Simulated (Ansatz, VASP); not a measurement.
Sn3PbS4 in VASP and in Ansatz

INCAR

```
SYSTEM = Sn3PbS4
ALGO = Normal ; EDIFF = 1E-6
ENCUT = 500 ; GGA = CA
GGA_COMPAT = .False. ; ISIF = 2
ISMEAR = 0 ; LASPH = .True.
LCHARG = .False. ; LREAL = .False.
LWAVE = .False. ; NBANDS = 50
NELM = 120 ; PREC = Accurate
SIGMA = 0.02
```

File KPOINTS:

```
k-points
0
Gamma
  4 4 8
  0 0 0
```

POSCAR

```
Sn3PbS4
1.0
    6.2252868000     -4.1416400000      0.0000000000
    6.2252868000      4.1416400000      0.0000000000
   -1.2320641000      0.0000000000      4.0163001000
Sn Pb S
3 1 4
Direct
    0.9897060000      0.4968690000      0.0608930000
    0.0041030000      0.0041030000      0.3908560000
    0.4968690000      0.9897060000      0.0608930000
    0.4954390000      0.4954390000      0.3932280000
    0.2716430000      0.7816110000      0.9313800000
    0.2241470000      0.2241470000      0.6141240000
    0.7253800000      0.7253800000      0.6148270000
    0.7816110000      0.2716430000      0.9313800000
```

Input for Ansatz:

```yaml
crystal:
  lattice:
    - [6.2252868, -4.14164, 0.0]
    - [6.2252868, 4.14164, 0.0]
    - [-1.2320641, 0.0, 4.0163001]
  atoms:
    - { symbol: Sn, position: [0.989706, 0.496869, 0.060893] }
    - { symbol: Sn, position: [0.004103, 0.004103, 0.390856] }
    - { symbol: Sn, position: [0.496869, 0.989706, 0.060893] }
    - { symbol: Pb, position: [0.495439, 0.495439, 0.393228] }
    - { symbol: S, position: [0.271643, 0.781611, 0.93138] }
    - { symbol: S, position: [0.224147, 0.224147, 0.614124] }
    - { symbol: S, position: [0.72538, 0.72538, 0.614827] }
    - { symbol: S, position: [0.781611, 0.271643, 0.93138] }
basis:
  ecutwfc: 420
kpoints:
  mp_grid: { grid: [4, 4, 8] }
  band_path:
    path:
      - [[0.0, 0.0, 0.0], [-0.37106681, 0.37106681, 0.0]]
      - [[0.37106681, 0.62893319, 0.0], [0.5, 0.5, 0.0], [0.0, 0.0, 0.0], [0.5, 0.5, -0.5], [0.2658376, 0.7341624, -0.5]]
      - [[-0.2658376, 0.2658376, -0.5], [0.0, 0.0, -0.5], [0.0, 0.0, 0.0]]
      - [[0.0, 0.5, -0.5], [0.0, 0.0, 0.0], [0.0, 0.5, 0.0]]
    npoints: 14
hamiltonian:
  xc: lda
scf:
  occupations: { method: gaussian, width: 0.02 }
  n_extra_bands: 20
output:
  forces: true
  stress: true
  eigenvalues: true
  populations: true
  dos: { projected: true, de: 0.02, nscf_kmesh: { grid: [6, 6, 12] } }
  bader: true
```

Alike in both runs: task single point; functional LDA; k mesh 4 × 4 × 8; occupations gaussian, width 0.02 eV; no spin polarisation.

|  | VASP | Ansatz |
| --- | --- | --- |
| version | VASP 6.6.1 | Ansatz 0.2.0 |
| potentials or method | VASP PAW LDA potentials, release 64 (Sn_d, Pb_d, S), cutoff 500 eV | scalar-relativistic, plane waves, PAW |
| valence electrons in the cell | 80 | 80 |

Ansatz gave:

- gap on the k mesh at the Fermi level (eV): 0.58
- least direct gap on the mesh (eV): 0.89
- pressure (GPa): -4.3
- traceless stress, the component that is largest in VASP (GPa): -0.10
- rms of the force components (eV/Å): 0.102

Task: What did VASP give for the same quantities?

Result: gap on the k mesh at the Fermi level (eV): 0.56; least direct gap on the mesh (eV): 0.87; pressure (GPa): -4.3; traceless stress, the component that is largest in VASP (GPa): -0.09; rms of the force components (eV/Å): 0.096.

LDA's correlation is that of Perdew and Zunger in VASP and of Perdew and Wang (1992) in Ansatz. Atom by atom the forces differ by 0.006 eV/Å (rms over components).

Spin-orbit coupling is off throughout.
